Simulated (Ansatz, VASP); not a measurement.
**Ta2N: VASP beside Ansatz**

INCAR

```
SYSTEM = Ta2N
PREC     = Accurate       ! precision mode
ENCUT    = 600            ! plane-wave cutoff, eV
EDIFF    = 1E-7           ! SCF threshold, eV
ISMEAR   = 0              ! smearing method
SIGMA    = 0.1            ! smearing width, eV
LREAL    = .False.        ! projectors in reciprocal space
LASPH    = .True.         ! aspherical terms in the spheres
NELM     = 120            ! most SCF steps
ALGO     = Normal         ! electronic algorithm
ISIF     = 3              ! what is computed and relaxed
LWAVE    = .False.        ! write WAVECAR
LCHARG   = .False.        ! write CHGCAR
GGA      = PS             ! functional
IBRION   = 2              ! ionic algorithm
NSW      = 100            ! ionic steps
EDIFFG   = -0.005         ! ionic threshold
GGA_COMPAT= .False.      
NELMIN   = 4
```

Contents of KPOINTS:

```
regular mesh
0
Gamma
  15 15 10
  0 0 0
```

The input POSCAR:

```
Ta2N
1.0
    3.0847923154      0.0000000000      0.0000000000
   -1.5423961577      2.6715085105      0.0000000000
    0.0000000000      0.0000000000      4.8112453852
Ta N
2 1
Direct
    0.6666666667      0.3333333333      0.7479562253
    0.3333333333      0.6666666667      0.2520437747
    0.0000000000      0.0000000000      0.0000000000
```

Input for Ansatz:

```yaml
crystal:
  lattice:
    - [3.0847923154, 0.0, 0.0]
    - [-1.5423961577, 2.6715085105, 0.0]
    - [0.0, 0.0, 4.8112453852]
  atoms:
    - { symbol: Ta, position: [0.6666666667, 0.3333333333, 0.7479562253] }
    - { symbol: Ta, position: [0.3333333333, 0.6666666667, 0.2520437747] }
    - { symbol: "N", position: [0.0, 0.0, 0.0] }
basis:
  ecutwfc: 520.0
kpoints:
  mp_grid: { grid: [15, 15, 10] }
hamiltonian:
  xc: pbesol
  pseudopotentials: { kind: paw, azcp: { folder: soft_1 } }
scf:
  occupations: { method: gaussian, width: 0.1 }
output:
  forces: true
  stress: true
  eigenvalues: true
relax:
  adjacent_minimum: "off"
  f_tol: 0.005
  max_steps: 80
  cell: { stress_tol: 0.05 }
```

Alike in both runs: task relaxation of cell and atoms; functional PBEsol; k mesh 15 × 15 × 10; occupations gaussian, width 0.1 eV; no spin polarisation.

|  | VASP | Ansatz |
| --- | --- | --- |
| version | VASP 6.6.1 | Ansatz 0.2.0 |
| potentials or method | VASP PAW PBE potentials, release 64 (Ta_pv, N), cutoff 600 eV | scalar-relativistic, plane waves, PAW |
| valence electrons in the cell | 27 | 31 |

|  | VASP | Ansatz | Ansatz less VASP |
| --- | --- | --- | --- |
| gap on the k mesh at the Fermi level, each at its own relaxed structure (eV) | none | none | - |
| relaxed volume (Å³/atom) | 13.22 | 13.20 | -0.020 |
| relaxed cell length with the largest relative difference (Å) | 4.827 | 4.824 | -0.0033 |

VASP's potentials were made for PBE, not for PBEsol, and Ansatz warns of the same on its side. A gap of «none» marks a metal or a gap that the smearing closes. VASP's potentials hold 27 valence electrons a cell and Ansatz's 31, so a difference there can come from the potentials and not from the codes.

Neither program's run includes spin-orbit coupling.
